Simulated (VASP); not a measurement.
# Al (P6_3/mmc) in VASP: notebook

The runs below take Al through single point, relaxation of volume and atoms at fixed shape, with r2SCAN.

Everything below comes from runs of VASP 6.6.1. Logs are shortened: lines on timing, memory, paths and dates and some standing lists are left out, and cuts for length are marked.

**1. The cell of the first run**

It takes space group P6_3/mmc (No. 194, hexagonal). The conventional cell has a = 2.828 Å, b = 2.828 Å, c = 9.189 Å, α = 90.00°, β = 90.00°, γ = 120.00°. Al (site symmetry -3m) has 12 Al at 2.82 to 2.83 Å within 3.7 Å. Within 3.7 Å of Al (site symmetry -6m2) lie 12 Al at 2.82 to 2.83 Å.

**2. Single point, r2SCAN**

File POSCAR:

```
Al
1.0
    2.8278495149      0.0000002888      0.0000000000
   -1.4139250075      2.4489893736      0.0000000000
    0.0000000000      0.0000000000      9.1885021876
Al
4
Direct
    0.0000000000      0.0000000000      0.0000000000
    0.3333333333      0.6666666667      0.2500000000
    0.0000000000      0.0000000000      0.5000000000
    0.6666666667      0.3333333333      0.7500000000
```

File INCAR.step1:

```
SYSTEM = Al
ALGO     = Normal         ! electronic algorithm
EDIFF    = 1E-4           ! SCF threshold, eV
ENCUT    = 520            ! plane-wave cutoff, eV
GGA      = PE             ! functional
ISMEAR   = 1              ! smearing method
LASPH    = .True.         ! aspherical terms in the spheres
LCHARG   = .False.        ! write CHGCAR
LREAL    = .False.        ! projectors in reciprocal space
LWAVE    = .True.         ! write WAVECAR
NBANDS   = 14             ! bands
NELM     = 80             ! most SCF steps
PREC     = Accurate       ! precision mode
SIGMA    = 0.05           ! smearing width, eV
```

File INCAR.step2:

```
SYSTEM = Al
ALGO     = Normal         ! electronic algorithm
EDIFF    = 1E-7           ! SCF threshold, eV
ENCUT    = 520            ! plane-wave cutoff, eV
ISIF     = 2              ! what is computed and relaxed
ISMEAR   = 1              ! smearing method
ISTART   = 1            
LASPH    = .True.         ! aspherical terms in the spheres
LCHARG   = .True.         ! write CHGCAR
LELF     = .True.         ! ELF
LMIXTAU  = .True.       
LREAL    = .False.        ! projectors in reciprocal space
LVHAR    = .True.       
LWAVE    = .False.        ! write WAVECAR
METAGGA  = R2SCAN         ! meta-GGA
NBANDS   = 14             ! bands
NELM     = 80             ! most SCF steps
PREC     = Accurate       ! precision mode
SIGMA    = 0.05           ! smearing width, eV
```

File KPOINTS:

```
k-points
0
Gamma
  9 9 3
  0 0 0
```

Potentials or basis: VASP PAW PBE potentials, release 64 (Al).

Run with:

```console
$ cat potpaw_PBE.64/Al/POTCAR > POTCAR
$ cp INCAR.step1 INCAR
$ mpirun -np 1 vasp_std > vasp.out
$ cp INCAR.step2 INCAR
$ mpirun -np 1 vasp_std > vasp.out
```

OUTCAR:

```text
SYSTEM = Al
   EDIFF = 1E-7
   ENCUT = 520
   ISIF = 2
   ISMEAR = 1
   ISTART = 1
   LASPH = .True.
   LREAL = .False.
   METAGGA = R2SCAN
   NELM = 80
   PREC = Accurate

 ion  position               nearest neighbor table
   1  0.000  0.000  0.000-   2 2.82   4 2.82   2 2.82   4 2.82   4 2.82   2 2.82
   2  0.333  0.667  0.250-   1 2.82   3 2.82   1 2.82   3 2.82   1 2.82   3 2.82
   3  0.000  0.000  0.500-   2 2.82   4 2.82   2 2.82   4 2.82   4 2.82   2 2.82
   4  0.667  0.333  0.750-   1 2.82   3 2.82   1 2.82   3 2.82   1 2.82   3 2.82

  LATTYP: Found a hexagonal cell.
 ALAT       =     2.8278495149
 C/A-ratio  =     3.2492896596

  Lattice vectors:

 A1 = (   2.8278495149,   0.0000002888,   0.0000000000)
 A2 = (  -1.4139250075,   2.4489893736,   0.0000000000)
 A3 = (   0.0000000000,   0.0000000000,   9.1885021876)

Analysis of symmetry for initial positions (statically):
=====================================================================
 Subroutine PRICEL returns:
 Original cell was already a primitive cell.

 Routine SETGRP: Setting up the symmetry group for a
 hexagonal supercell.

 Subroutine GETGRP returns: Found 24 space group operations
 (whereof 12 operations were pure point group operations)
 out of a pool of 24 trial point group operations.

The static configuration has the point symmetry D_3d.
 The point group associated with its full space group is D_6h.

Analysis of symmetry for dynamics (positions and initial velocities):
=====================================================================
 Subroutine PRICEL returns:
 Original cell was already a primitive cell.

 Routine SETGRP: Setting up the symmetry group for a
 hexagonal supercell.

 Subroutine GETGRP returns: Found 24 space group operations
 (whereof 12 operations were pure point group operations)
 out of a pool of 24 trial point group operations.

The dynamic configuration has the point symmetry D_3d.
 The point group associated with its full space group is D_6h.

 Subroutine INISYM returns: Found 24 space group operations
 (whereof 12 operations are pure point group operations),
 and found     1 'primitive' translations

----------------------------------------------------------------------------------------

                                     Primitive cell

  volume of cell :      63.6338

  direct lattice vectors                    reciprocal lattice vectors
     2.827849515  0.000000289  0.000000000     0.353625586  0.204165875  0.000000000
    -1.413925008  2.448989374  0.000000000    -0.000000042  0.408331678  0.000000000
     0.000000000  0.000000000  9.188502188     0.000000000  0.000000000  0.108831666

  length of vectors
     2.827849515  2.827849515  9.188502188     0.408331678  0.408331678  0.108831666

  position of ions in fractional coordinates (direct lattice)
     0.000000000  0.000000000  0.000000000
     0.333333333  0.666666667  0.250000000
     0.000000000  0.000000000  0.500000000
     0.666666667  0.333333333  0.750000000

  ion indices of the primitive-cell ions
   primitive index   ion index
                 1           1
                 2           2
                 3           3
                 4           4

----------------------------------------------------------------------------------------

 KPOINTS: k-points

Automatic generation of k-mesh.
 Grid dimensions read from file:
 generate k-points for:    9    9    3

 Generating k-lattice:

  Cartesian coordinates                     Fractional coordinates (reciprocal lattice)
     0.039291732  0.022685097  0.000000000     0.111111111  0.000000000  0.000000000
    -0.000000005  0.045370186  0.000000000    -0.000000000  0.111111111  0.000000000
     0.000000000  0.000000000  0.036277222     0.000000000  0.000000000  0.333333333

  Length of vectors
     0.045370186  0.045370186  0.036277222

  Shift w.r.t. Gamma in fractional coordinates (k-lattice)
     0.000000000  0.000000000  0.000000000

 Subroutine IBZKPT returns following result:
 ===========================================

 Found     24 irreducible k-points:

 Following reciprocal coordinates:
            Coordinates               Weight
  0.000000  0.000000  0.000000      1.000000
  0.111111  0.000000  0.000000      6.000000
  0.222222  0.000000  0.000000      6.000000
  0.333333  0.000000  0.000000      6.000000
  0.444444  0.000000  0.000000      6.000000
  0.111111  0.111111  0.000000      6.000000
[... 16 lines left out ...]
  0.333333  0.222222  0.333333     24.000000
  0.333333  0.333333  0.333333      4.000000
   k-points           NKPTS =     24   k-points in BZ     NKDIM =     24   number of bands    NBANDS=     14
   number of dos      NEDOS =    301   number of ions     NIONS =      4
   total plane-waves  NPLWV =  40320
   dimension x,y,z NGX =    24 NGY =   24 NGZ =   70
   dimension x,y,z NGXF=    48 NGYF=   48 NGZF=  140
   ions per type =               4
   NGX,Y,Z   is equivalent  to a cutoff of  14.11, 14.11, 12.66 a.u.
   NGXF,Y,Z  is equivalent  to a cutoff of  28.22, 28.22, 25.33 a.u.
 SYSTEM =  Al
   PREC   = accura    normal or accurate (medium, high low for compatibility)
   ISTART =      1    job   : 0-new  1-cont  2-samecut
   ICHARG =      0    charge: 1-file 2-atom 10-const
   ISPIN  =      1    spin polarized calculation?
   LNONCOLLINEAR =      F non collinear calculations
   LSORBIT =      F    spin-orbit coupling
   LASPH  =      T    aspherical Exc in radial PAW
   ENCUT  =  520.0 eV  38.22 Ry    6.18 a.u.   5.26  5.26 17.08*2*pi/ulx,y,z
   NELM   =     80;   NELMIN=  2; NELMDL=  0     # of ELM steps
   EDIFF  = 0.1E-06   stopping-criterion for ELM
   LREAL  =      F    real-space projection
   EDIFFG = 0.1E-05   stopping-criterion for IOM
   NSW    =      0    number of steps for IOM
   IBRION =     -1    ionic relax: 0-MD 1-quasi-New 2-CG
   NFREE  =      0    steps in history (QN), initial steepest desc. (CG)
   ISIF   =      2    stress and relaxation
   ISYM   =      2    0-nonsym 1-usesym 2-fastsym
   POTIM  = 0.5000    time-step for ionic-motion
   TEBEG  =    0.0;   TEEND  =   0.0 temperature during run
   PSTRESS=    0.0 pullay stress
   NELECT =      12.0000    total number of electrons
   NUPDOWN=      -1.0000    fix difference up-down
   EMIN   =  10.00;   EMAX   =-10.00  energy-range for DOS
   EFERMI =   0.00;   METHOD = LEGACY
   ISMEAR =     1;   SIGMA  =   0.05  broadening in eV -4-tet -1-fermi 0-gaus
   EFERMI_NEDOS =   21; number of points for ismear=-14 and -15
   IALGO  =     38    algorithm
   IMIX   =      4    mixing-type and parameters
     AMIX     =   0.40;   BMIX     =  1.00
     AMIX_MAG =   1.60;   BMIX_MAG =  1.00
  volume/ion in A,a.u.               =      15.91       107.36
  Fermi-wavevector in a.u.,A,eV,Ry     =   0.938799  1.774073 11.991406  0.881343
  Thomas-Fermi vector in A             =   2.066047
   LORBIT       =      0    0 simple, 1 ext, 2 COOP (PROOUT), +10 PAW based schemes
   METAGGA = R2SCAN    functional components
   LHFCALC =     F    Hartree Fock is set to
   AEXX    =    0.0000 exact exchange contribution
   IVDW    =     0    specifies the selected vdW correction
   LEPSILON=     F    determine dielectric tensor
   LRPA    =     F    only Hartree local field effects (RPA)
 non-spin polarized calculation
 Methfessel and Paxton  Order N= 1 SIGMA  =   0.05
  energy-cutoff  :      520.00
  volume of cell :       63.63
 maximum number of plane-waves:      1723
 NGX is ok and might be reduce to    24
   NGX = 11   NGY = 11   NGZ = 35

 number of electron      12.0000000 magnetization

 Free energy of the ion-electron system (eV)
  ---------------------------------------------------
  ext. energy  EPLUGINS =         0.00000000
  ---------------------------------------------------
  free energy    TOTEN  =       -26.88091065 eV

  energy without entropy =      -26.88041023  energy(sigma->0) =      -26.88074384

 E-fermi :   8.2603     XC(G=0): -11.0462

 val. band max:        8.2425070040   @ k =   0.3333   0.2222   0.3333
 cond. band min:       8.3245833550   @ k =   0.3333   0.3333   0.3333
 fundamental gap:      0.0820763511
 Fermi energy:         8.2602511891

 k-point     1 :       0.0000    0.0000    0.0000
  band No.  band energies     occupation
      1      -3.7008      2.00000
      2      -1.8570      2.00000
      3      -1.8436      2.00000
      4       3.2816      2.00000
      5       3.8854      2.00000
      6      12.2434      0.00000
      7      12.2482      0.00000
      8      20.0139      0.00000
      9      20.0139      0.00000
     10      20.1299      0.00000
     11      20.1299      0.00000
     12      21.0899      0.00000
     13      21.0899      0.00000
     14      21.2466      0.00000

 k-point     2 :       0.1111    0.0000    0.0000
  band No.  band energies     occupation
      1      -3.3775      2.00000
      2      -1.5380      2.00000
      3      -1.5245      2.00000
      4       3.5823      2.00000
      5       4.1950      2.00000
      6      12.4753      0.00000
      7      12.5020      0.00000
      8      16.0641      0.00000
      9      17.5038      0.00000
     10      17.6226      0.00000
     11      17.8748      0.00000
     12      19.4184      0.00000
     13      19.4375      0.00000
     14      19.4463      0.00000
[... 343 lines left out ...]
      1       2.5076      2.00000
      2       3.0896      2.00000
      3       5.1449      2.00000
      4       5.2368      2.00000
      5       6.1275      2.00000
      6       7.0567      2.00000
      7       7.8842      2.00000
      8       8.2425      1.56078
      9       9.0344     -0.00000
     10      10.0051      0.00000
     11      11.2966      0.00000
     12      12.2444      0.00000
     13      12.9525      0.00000
     14      14.5597      0.00000

 k-point    24 :       0.3333    0.3333    0.3333
  band No.  band energies     occupation
      1       4.8826      2.00000
      2       4.9425      2.00000
      3       4.9425      2.00000
      4       5.3504      2.00000
      5       5.5315      2.00000
      6       5.5315      2.00000
      7       7.8092      2.00000
      8       7.8092      2.00000
      9       8.3246     -0.06983
     10       9.8128      0.00000
     11      10.1126      0.00000
     12      10.1126      0.00000
     13      14.3738      0.00000
     14      14.3738      0.00000

------------------------ aborting loop because EDIFF is reached ----------------------------------------

  FORCE on cell =-STRESS in cart. coord.  units (eV):
  Direction    XX          YY          ZZ          XY          YZ          ZX
  --------------------------------------------------------------------------------------
  -------------------------------------------------------------------------------------
  Total       -0.5913756     -0.5913756      0.7559256     -0.0000000      0.0000000      0.0000000
  in kB      -14.8897023    -14.8897023     19.0327559     -0.0000000      0.0000000      0.0000000
  external PRESSURE =      -3.5822162 kB  Pullay stress =       0.0000000 kB

 VOLUME and BASIS-vectors are now :
 -----------------------------------------------------------------------------
  energy-cutoff  :      520.00
  volume of cell :       63.63
      direct lattice vectors                 reciprocal lattice vectors
     2.827849515  0.000000289  0.000000000     0.353625586  0.204165875  0.000000000
    -1.413925008  2.448989374  0.000000000    -0.000000042  0.408331678  0.000000000
     0.000000000  0.000000000  9.188502188     0.000000000  0.000000000  0.108831666

 POSITION                                       TOTAL-FORCE (eV/Angst)
 -----------------------------------------------------------------------------------
      0.00000      0.00000      0.00000         0.000000      0.000000     -0.000000
     -0.00000      1.63266      2.29713         0.000000     -0.000000      0.000000
      0.00000      0.00000      4.59425         0.000000      0.000000     -0.000000
      1.41392      0.81633      6.89138        -0.000000      0.000000     -0.000000
 -----------------------------------------------------------------------------------
    total drift:                               -0.000000      0.000000      0.000000

  FREE ENERGIE OF THE ION-ELECTRON SYSTEM (eV)
  ---------------------------------------------------
  free  energy   TOTEN  =       -26.8809106515 eV

  energy  without entropy=      -26.8804102270  energy(sigma->0) =      -26.88074384
```

Run time: 37 s. Hardware: 1 thread of Intel Xeon 6975P-C (Granite Rapids), shared host; peak memory 0.19 GiB.

Results:

```yaml
Free_energy: -26.8809 eV
Pressure: -0.4 GPa
Band_gap_on_the_k_mesh: zero (band 6 reaches 12.67 eV, above the bottom of band 7 at 6.97 eV)
```

Caveat: the PAW data sets were made with another functional, which shifts forces and pressure a little.

[end of part 1 of 3]
